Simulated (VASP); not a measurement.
CaGdS2:

```xyz
4
Lattice="3.9775 0.0000 0.0000 0.0000 3.9775 0.0000 0.0000 0.0000 5.6472" Properties=species:S:1:pos:R:3 pbc="T T T"
Ca    0.0000    0.0000    0.0000
Gd    1.9887    1.9887    2.8236
S     0.0000    0.0000    2.8236
S     1.9887    1.9887    0.0000
```

Base run:

| Property | Result |
| --- | --- |
| Program | VASP 6.6.1 |
| Functional | LDA |
| Potentials or basis | VASP PAW PBE potentials, release 64 (Ca_sv, Gd, S) |
| Cutoff | 520 eV |
| k mesh | 5 × 5 × 4 |
| Occupations | fermi-dirac, width 0.1 eV |
| Spin | collinear spin, ferromagnetic start |
| Starting moments | [0.0, 4.9, 0.0, 0.0] μB |
| Hubbard terms | Gd f U = 6.0 eV |

Its results: pressure -4.9 GPa; net moment 7.11 μB per cell; site moments Ca +0.00; Gd +6.91; S -0.03, -0.01 μB.

Problem. The run is repeated on the same cell with these changes: k mesh from 5 × 5 × 4 to 2 × 2 × 2. What comes out?

Solution. Pressure -4.7 GPa; net moment 7.00 μB per cell; site moments Ca -0.01; Gd +6.87; S -0.02, -0.01 μB.

Caveats: some runs use coarse meshes; the PAW data sets were made with another functional, which shifts forces and pressure a little; a cell with one magnetic atom can't hold antiferromagnetic order, which such compounds often take.
